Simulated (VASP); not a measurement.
# V (P6/mmm) in VASP: notebook

V is run at these levels: r2SCAN; tasks: single point.

Program: VASP 6.6.1. These are calculated values, not measurements. Logs are shortened: lines on timing, memory, paths and dates and some standing lists are left out, and cuts for length are marked.

**1. The cell of the first run**

The structure is hexagonal, space group P6/mmm (No. 191). Conventional cell: a = 4.436 Å, b = 4.436 Å, c = 2.382 Å, α = 90.00°, β = 90.00°, γ = 120.00°. Within 3.1 Å of V (site symmetry 6/mmm) lie 14 V at 2.38 to 2.82 Å. Within 3.1 Å of V (site symmetry -6m2) lie 11 V at 2.38 to 2.82 Å.

**2. Single point, r2SCAN, collinear spin, ferromagnetic start**

The input, POSCAR:

```
V
1.0
    4.4360415899      0.0000000000      0.0000000000
   -2.2180207949      3.8417247091      0.0000000000
    0.0000000000      0.0000000000      2.3818339754
V
3
Direct
    0.0000000000      0.0000000000      0.0000000000
    0.3333333333      0.6666666667      0.5000000000
    0.6666666667      0.3333333333      0.5000000000
```

The input, INCAR.step1:

```
SYSTEM = V
PREC = Accurate
ENCUT = 520
ISMEAR = 0
SIGMA = 0.1
LREAL = .False.
LASPH = .True.
NELM = 150
ISPIN = 2
MAGMOM = 1.25 0.79 0.79
LMAXMIX = 4
NBANDS = 30
GGA = PE
ALGO = Normal
EDIFF = 1E-4
LWAVE = .True.
LCHARG = .False.
```

The input, INCAR.step2:

```
SYSTEM = V
PREC = Accurate
ENCUT = 520
EDIFF = 1E-6
ISMEAR = 0
SIGMA = 0.1
LREAL = .False.
LASPH = .True.
NELM = 150
ALGO = Normal
ISIF = 2
LWAVE = .False.
LCHARG = .False.
ISPIN = 2
MAGMOM = 1.25 0.79 0.79
LORBIT = 11
LMAXMIX = 4
METAGGA = R2SCAN
LMIXTAU = .True.
NBANDS = 30
ISTART = 1
```

The input, KPOINTS:

```
Automatic mesh
0
Gamma
  6 6 6
  0 0 0
```

Potentials or basis: VASP PAW PBE potentials, release 64 (V_sv).

Command:

```bash
> cat potpaw_PBE.64/V_sv/POTCAR > POTCAR
> cp INCAR.step1 INCAR
> mpirun -np 1 vasp_std > vasp.out
> cp INCAR.step2 INCAR
> mpirun -np 1 vasp_std > vasp.out
```

OUTCAR:

```text
SYSTEM = V
   PREC = Accurate
   ENCUT = 520
   EDIFF = 1E-6
   ISMEAR = 0
   LREAL = .False.
   LASPH = .True.
   NELM = 150
   ISIF = 2
   ISPIN = 2
   LORBIT = 11
   METAGGA = R2SCAN
   ISTART = 1

 ion  position               nearest neighbor table
   1  0.000  0.000  0.000-   2 2.82   3 2.82   2 2.82   3 2.82   2 2.82   2 2.82   3 2.82   3 2.82
                             3 2.82   3 2.82   2 2.82   2 2.82
   2  0.333  0.667  0.500-   3 2.56   3 2.56   3 2.56   1 2.82   1 2.82   1 2.82   1 2.82   1 2.82
                             1 2.82
   3  0.667  0.333  0.500-   2 2.56   2 2.56   2 2.56   1 2.82   1 2.82   1 2.82   1 2.82   1 2.82
                             1 2.82

  LATTYP: Found a hexagonal cell.
 ALAT       =     4.4360415899
 C/A-ratio  =     0.5369277828

  Lattice vectors:

 A1 = (   4.4360415899,   0.0000000000,   0.0000000000)
 A2 = (  -2.2180207949,   3.8417247091,   0.0000000000)
 A3 = (   0.0000000000,   0.0000000000,   2.3818339754)

Analysis of symmetry for initial positions (statically):
=====================================================================
 Subroutine PRICEL returns:
 Original cell was already a primitive cell.

 Routine SETGRP: Setting up the symmetry group for a
 hexagonal supercell.

 Subroutine GETGRP returns: Found 24 space group operations
 (whereof 24 operations were pure point group operations)
 out of a pool of 24 trial point group operations.

The static configuration has the point symmetry D_6h.

Analysis of symmetry for dynamics (positions and initial velocities):
=====================================================================
 Subroutine PRICEL returns:
 Original cell was already a primitive cell.

 Routine SETGRP: Setting up the symmetry group for a
 hexagonal supercell.

 Subroutine GETGRP returns: Found 24 space group operations
 (whereof 24 operations were pure point group operations)
 out of a pool of 24 trial point group operations.

The dynamic configuration has the point symmetry D_6h.

Analysis of structural, dynamic, and magnetic symmetry:
=====================================================================
 Subroutine PRICEL returns:
 Original cell was already a primitive cell.

 Routine SETGRP: Setting up the symmetry group for a
 hexagonal supercell.

 Subroutine GETGRP returns: Found 24 space group operations
 (whereof 24 operations were pure point group operations)
 out of a pool of 24 trial point group operations.

The overall configuration has the point symmetry D_6h.

 Subroutine INISYM returns: Found 24 space group operations
 (whereof 24 operations are pure point group operations),
 and found     1 'primitive' translations

----------------------------------------------------------------------------------------

                                     Primitive cell

  volume of cell :      40.5913

  direct lattice vectors                    reciprocal lattice vectors
     4.436041590  0.000000000  0.000000000     0.225426200  0.130149877  0.000000000
    -2.218020795  3.841724709  0.000000000     0.000000000  0.260299755  0.000000000
     0.000000000  0.000000000  2.381833975     0.000000000  0.000000000  0.419844544

  length of vectors
     4.436041590  4.436041590  2.381833975     0.260299755  0.260299755  0.419844544

  position of ions in fractional coordinates (direct lattice)
     0.000000000  0.000000000  0.000000000
     0.333333333  0.666666667  0.500000000
     0.666666667  0.333333333  0.500000000

  ion indices of the primitive-cell ions
   primitive index   ion index
                 1           1
                 2           2
                 3           3

----------------------------------------------------------------------------------------

 KPOINTS: Automatic mesh

Automatic generation of k-mesh.
 Grid dimensions read from file:
 generate k-points for:    6    6    6

 Generating k-lattice:

  Cartesian coordinates                     Fractional coordinates (reciprocal lattice)
     0.037571033  0.021691646  0.000000000     0.166666667  0.000000000  0.000000000
     0.000000000  0.043383292  0.000000000     0.000000000  0.166666667  0.000000000
     0.000000000  0.000000000  0.069974091     0.000000000  0.000000000  0.166666667

  Length of vectors
     0.043383292  0.043383292  0.069974091

  Shift w.r.t. Gamma in fractional coordinates (k-lattice)
     0.000000000  0.000000000  0.000000000

 Subroutine IBZKPT returns following result:
 ===========================================

 Found     28 irreducible k-points:

 Following reciprocal coordinates:
            Coordinates               Weight
  0.000000  0.000000  0.000000      1.000000
  0.166667 -0.000000  0.000000      6.000000
  0.333333  0.000000  0.000000      6.000000
  0.500000 -0.000000  0.000000      3.000000
  0.166667  0.166667  0.000000      6.000000
  0.333333  0.166667  0.000000     12.000000
[... 16 lines left out ...]
  0.166667 -0.000000  0.500000      6.000000
  0.333333  0.000000  0.500000      6.000000
 [... further k-points ...]
   k-points           NKPTS =     28   k-points in BZ     NKDIM =     28   number of bands    NBANDS=     30
   number of dos      NEDOS =    301   number of ions     NIONS =      3
   total plane-waves  NPLWV =  23328
   dimension x,y,z NGX =    36 NGY =   36 NGZ =   18
   dimension x,y,z NGXF=    72 NGYF=   72 NGZF=   36
   ions per type =               3
   NGX,Y,Z   is equivalent  to a cutoff of  13.49, 13.49, 12.56 a.u.
   NGXF,Y,Z  is equivalent  to a cutoff of  26.98, 26.98, 25.13 a.u.
 SYSTEM =  V
   PREC   = accura    normal or accurate (medium, high low for compatibility)
   ISTART =      1    job   : 0-new  1-cont  2-samecut
   ICHARG =      0    charge: 1-file 2-atom 10-const
   ISPIN  =      2    spin polarized calculation?
   LNONCOLLINEAR =      F non collinear calculations
   LSORBIT =      F    spin-orbit coupling
   LASPH  =      T    aspherical Exc in radial PAW
   ENCUT  =  520.0 eV  38.22 Ry    6.18 a.u.   8.25  8.25  4.43*2*pi/ulx,y,z
   NELM   =    150;   NELMIN=  2; NELMDL=  0     # of ELM steps
   EDIFF  = 0.1E-05   stopping-criterion for ELM
   LREAL  =      F    real-space projection
[... 7 lines left out ...]
   TEBEG  =    0.0;   TEEND  =   0.0 temperature during run
   PSTRESS=    0.0 pullay stress
   NELECT =      39.0000    total number of electrons
   NUPDOWN=      -1.0000    fix difference up-down
   EMIN   =  10.00;   EMAX   =-10.00  energy-range for DOS
   EFERMI =   0.00;   METHOD = LEGACY
   ISMEAR =     0;   SIGMA  =   0.10  broadening in eV -4-tet -1-fermi 0-gaus
   EFERMI_NEDOS =   21; number of points for ismear=-14 and -15
   IALGO  =     38    algorithm
   IMIX   =      4    mixing-type and parameters
     AMIX     =   0.40;   BMIX     =  1.00
     AMIX_MAG =   1.60;   BMIX_MAG =  1.00
  volume/ion in A,a.u.               =      13.53        91.31
  Fermi-wavevector in a.u.,A,eV,Ry     =   1.615419  3.052700 35.505483  2.609579
  Thomas-Fermi vector in A             =   2.710170
   LORBIT       =     11    0 simple, 1 ext, 2 COOP (PROOUT), +10 PAW based schemes
   METAGGA = R2SCAN    functional components
   LHFCALC =     F    Hartree Fock is set to
   AEXX    =    0.0000 exact exchange contribution
   IVDW    =     0    specifies the selected vdW correction
   LEPSILON=     F    determine dielectric tensor
   LRPA    =     F    only Hartree local field effects (RPA)
 spin polarized calculation
 Gauss-broadening in eV      SIGMA  =   0.10
  energy-cutoff  :      520.00
  volume of cell :       40.59
 maximum number of plane-waves:      1108
 NGX is ok and might be reduce to    36
   NGX = 17   NGY = 17   NGZ =  9

 number of electron      38.9999994 magnetization       0.6470699

 Free energy of the ion-electron system (eV)
  ---------------------------------------------------
  ext. energy  EPLUGINS =         0.00000000
  ---------------------------------------------------
  free energy    TOTEN  =       -42.02897326 eV

  energy without entropy =      -42.00887143  energy(sigma->0) =      -42.01892234

 E-fermi :   9.8168     XC(G=0): -14.0021

 val. band max:        9.8107634525   @ k =   0.1667   0.1667   0.1667
 cond. band min:       9.8169722424   @ k =   0.3333   0.1667   0.0000
 fundamental gap:      0.0062087899
 Fermi energy:         9.8168403234

 spin component 1

 k-point     1 :       0.0000    0.0000    0.0000
  band No.  band energies     occupation
      1     -56.9296      1.00000
      2     -56.6757      1.00000
      3     -56.5429      1.00000
      4     -29.7103      1.00000
      5     -29.7103      1.00000
      6     -29.6115      1.00000
[... 22 lines left out ...]
     29      17.7490      0.00000
     30      17.7491      0.00000

 k-point     2 :       0.1667   -0.0000    0.0000
  band No.  band energies     occupation
      1     -56.9246      1.00000
      2     -56.6719      1.00000
      3     -56.5521      1.00000
      4     -29.7908      1.00000
      5     -29.7606      1.00000
      6     -29.5221      1.00000
[... 22 lines left out ...]
     29      15.5258      0.00000
     30      15.7582      0.00000

 k-point     3 :       0.3333    0.0000    0.0000
  band No.  band energies     occupation
      1     -56.9146      1.00000
      2     -56.6590      1.00000
      3     -56.5755      1.00000
      4     -29.8716      1.00000
      5     -29.7372      1.00000
      6     -29.4250      1.00000
[... 682 lines left out ...]
     29      16.4011      0.00000
     30      20.4132      0.00000

 k-point    24 :       0.3333    0.0000    0.5000
  band No.  band energies     occupation
      1     -56.6890      1.00000
      2     -56.4438      1.00000
      3     -56.3606      1.00000
      4     -30.1803      1.00000
      5     -29.9583      1.00000
      6     -29.8217      1.00000
[... 22 lines left out ...]
     29      16.0884      0.00000
     30      18.9929      0.00000

 [... further k-points ...]

 spin component 2

 k-point     1 :       0.0000    0.0000    0.0000
  band No.  band energies     occupation
      1     -56.6251      1.00000
      2     -56.4436      1.00000
      3     -56.3985      1.00000
      4     -29.5322      1.00000
      5     -29.5322      1.00000
      6     -29.3124      1.00000
[... 22 lines left out ...]
     29      17.9704      0.00000
     30      17.9753      0.00000

 k-point     2 :       0.1667   -0.0000    0.0000
  band No.  band energies     occupation
      1     -56.6118      1.00000
      2     -56.4530      1.00000
      3     -56.4028      1.00000
      4     -29.5910      1.00000
      5     -29.5531      1.00000
      6     -29.2374      1.00000
[... 22 lines left out ...]
     29      15.7319      0.00000
     30      15.9566      0.00000

 k-point     3 :       0.3333    0.0000    0.0000
  band No.  band energies     occupation
      1     -56.5777      1.00000
      2     -56.4786      1.00000
      3     -56.4120      1.00000
      4     -29.6661      1.00000
      5     -29.5129      1.00000
      6     -29.1346      1.00000
[... 682 lines left out ...]
     29      16.5773      0.00000
     30      20.6172      0.00000

 k-point    24 :       0.3333    0.0000    0.5000
  band No.  band energies     occupation
      1     -56.3477      1.00000
      2     -56.2638      1.00000
      3     -56.2086      1.00000
      4     -29.8015      1.00000
      5     -29.7332      1.00000
      6     -29.6814      1.00000
[... 22 lines left out ...]
     29      16.2495      0.00000
     30      19.2122      0.00000

 [... further k-points ...]

------------------------ aborting loop because EDIFF is reached ----------------------------------------

  FORCE on cell =-STRESS in cart. coord.  units (eV):
  Direction    XX          YY          ZZ          XY          YZ          ZX
  --------------------------------------------------------------------------------------
  -------------------------------------------------------------------------------------
  Total        0.1035448      0.1035448      0.2474767      0.0000000      0.0000000      0.0000000
  in kB        4.0870083      4.0870083      9.7681322      0.0000000      0.0000000      0.0000000
  external PRESSURE =       5.9807162 kB  Pullay stress =       0.0000000 kB

 VOLUME and BASIS-vectors are now :
 -----------------------------------------------------------------------------
  energy-cutoff  :      520.00
  volume of cell :       40.59
      direct lattice vectors                 reciprocal lattice vectors
     4.436041590  0.000000000  0.000000000     0.225426200  0.130149877  0.000000000
    -2.218020795  3.841724709  0.000000000     0.000000000  0.260299755  0.000000000
     0.000000000  0.000000000  2.381833975     0.000000000  0.000000000  0.419844544

 POSITION                                       TOTAL-FORCE (eV/Angst)
 -----------------------------------------------------------------------------------
      0.00000      0.00000      0.00000        -0.000000      0.000000     -0.000000
     -0.00000      2.56115      1.19092        -0.000000      0.000000      0.000000
      2.21802      1.28057      1.19092         0.000000     -0.000000     -0.000000
 -----------------------------------------------------------------------------------
    total drift:                                0.000000      0.000000     -0.000000

  FREE ENERGIE OF THE ION-ELECTRON SYSTEM (eV)
  ---------------------------------------------------
  free  energy   TOTEN  =       -42.0289732578 eV

  energy  without entropy=      -42.0088714304  energy(sigma->0) =      -42.01892234

 total charge

# of ion       s       p       d       tot
------------------------------------------
    1        2.335   6.251   3.017  11.602
    2        2.340   6.228   3.104  11.672
    3        2.340   6.228   3.104  11.672
--------------------------------------------------
tot          7.015  18.708   9.224  34.947

 magnetization (x)

# of ion       s       p       d       tot
------------------------------------------
    1        0.007   0.015   0.388   0.410
    2       -0.000   0.005   0.079   0.084
    3       -0.000   0.005   0.079   0.084
--------------------------------------------------
tot          0.006   0.025   0.547   0.578
```

It took 13 min on 1 thread of AMD EPYC 7R13, shared host; peak memory 0.18 GiB.

What came out:

| Item | Value |
| --- | --- |
| Free energy | -42.0290 eV |
| Pressure | 0.6 GPa |
| Net moment | 0.65 μB per cell |
| Site moments | V +0.41, +0.08 μB |
| Valence electrons inside the program's atomic spheres | V 11.60, 11.67 |

Stress tensor (GPa, compression positive):
```
0.41 0.00 0.00
0.00 0.41 0.00
0.00 0.00 0.98
```

Levels at points of the mesh, in eV from the Fermi level:
Spin up:
| k point | band 16 | band 17 | band 18 | band 19 | band 20 | band 21 | band 22 | band 23 | band 24 | band 25 |
| --- | --- | --- | --- | --- | --- | --- | --- | --- | --- | --- |
| (0.00, 0.00, 0.00) | -1.61 | -1.58 | -1.58 | -1.53 | -1.18 | 0.50 | 0.50 | 2.49 | 2.49 | 2.62 |
| (0.50, 0.00, 0.00) | -1.89 | -1.67 | -1.25 | -1.17 | -1.02 | 0.50 | 1.95 | 2.15 | 2.60 | 2.62 |
| (0.00, 0.00, 0.50) | -2.51 | -1.93 | -1.30 | 0.05 | 0.05 | 0.99 | 0.99 | 2.44 | 2.44 | 2.95 |
| (0.50, 0.00, 0.50) | -2.07 | -1.15 | -0.67 | -0.42 | 0.59 | 0.73 | 1.45 | 1.82 | 2.45 | 2.51 |
Spin down:
```csv
k point,band 16,band 17,band 18,band 19,band 20,band 21,band 22,band 23
"(0.00, 0.00, 0.00)",-1.48,-1.39,-1.39,-1.33,-0.62,0.74,0.74,2.70
"(0.50, 0.00, 0.00)",-1.51,-1.48,-1.19,-0.67,-0.66,0.59,2.10,2.54
"(0.00, 0.00, 0.50)",-2.37,-1.86,-1.00,0.18,0.18,1.06,1.06,2.92
"(0.50, 0.00, 0.50)",-1.92,-1.05,-0.60,-0.12,0.82,1.10,1.54,1.94
```

Caveat: the k points lie up to 0.44 Å⁻¹ apart; the PAW data sets were made with another functional, which shifts forces and pressure a little.

[end of part 1 of 2]
